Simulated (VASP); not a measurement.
## SnSe: single point with PBE

The system is SnSe.

```
Sn Se
1.0
     0.00000    2.99993    2.99993
     2.99993    0.00000    2.99993
     2.99993    2.99993    0.00000
Sn Se
1 1
Direct
  0.00000 0.00000 0.00000
  0.50000 0.50000 0.50000
```

This cell differs from its parent crystal: volume scaled by 0.99.

```yaml
Program: VASP 6.6.1
Task: single point
Functional: PBE
Potentials_or_basis: VASP PAW PBE potentials, release 64 (Sn_d, Se)
Cutoff: 520 eV
k_mesh: 9 × 9 × 9
Occupations: fermi-dirac, width 0.02 eV
Spin: no spin polarisation
Dipole_correction: no
Further_INCAR_settings: ALGO = Normal; EDIFF = 1e-07; NBANDS = 17
```

The pressure is 1.6 GPa.

Levels at points of the mesh, in eV from the Fermi level:
```csv
k point,band 8,band 9,band 10,band 11,band 12,band 13
"(0.00, 0.00, 0.00)",-2.46,-2.46,-2.46,4.11,4.11,4.11
```

Run time: 19 s on 1 thread of Intel(R) Xeon(R) Platinum 8375C CPU @ 2.90GHz (Ice Lake), on a shared host, peak memory 0.19 GiB.

Caveat: this odd mesh misses L, where the gap lies, so gap, dielectric constants and Born charges aren't listed; spin-orbit coupling is left out, which moves the levels of the heavy elements.
